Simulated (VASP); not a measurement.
**GaSb: single point with B3LYP**

GaSb:

```xyz
2
Lattice="0.0000 3.0993 3.0993 3.0993 0.0000 3.0993 3.0993 3.0993 0.0000" Properties=species:S:1:pos:R:3 pbc="T T T"
Sb    4.6489    4.6489    4.6489
Ga    0.0000    0.0000    0.0000
```

| Property | Result |
| --- | --- |
| Program | VASP 6.6.1 |
| Task | single point |
| Functional | B3LYP |
| Potentials or basis | VASP PAW PBE potentials, release 64 (Sb, Ga_d) |
| Cutoff | 520 eV |
| k mesh | 4 × 4 × 4 |
| Occupations | fermi-dirac, width 0.05 eV |
| Spin | no spin polarisation |
| Dipole correction | no |
| Grid for exact exchange (PRECFOCK) | Normal |
| Further INCAR settings | ALGO = Normal; EDIFF = 1e-06; NBANDS = 16 |
| Share of exact exchange | 0.2 |

```yaml
Pressure: 0.9 GPa
Band_gap_on_the_k_mesh: 0.77 eV
```

Levels at points of the mesh, in eV from the valence-band top:
| k point | band 5 | band 6 | band 7 | band 8 | band 9 | band 10 | band 11 | band 12 | band 13 | band 14 |
| --- | --- | --- | --- | --- | --- | --- | --- | --- | --- | --- |
| (0.00, 0.00, 0.00) | -17.18 | -12.14 | 0.00 | 0.00 | 0.00 | 0.77 | 3.94 | 3.94 | 3.94 | 7.21 |
| (0.50, 0.00, 0.00) | -17.18 | -10.49 | -6.66 | -1.17 | -1.17 | 1.37 | 4.97 | 4.97 | 7.91 | 10.62 |
| (0.50, 0.50, 0.00) | -17.18 | -9.64 | -7.19 | -2.60 | -2.60 | 2.03 | 2.46 | 9.92 | 9.92 | 11.29 |

It took 20 min on 1 thread of Intel Xeon 8259CL (shared host), peak memory 0.22 GiB.

Caveat: the k points lie up to 0.44 Å⁻¹ apart; the PAW data sets were made with another functional, which shifts forces and pressure a little; spin-orbit coupling is left out, which moves the levels of the heavy elements.
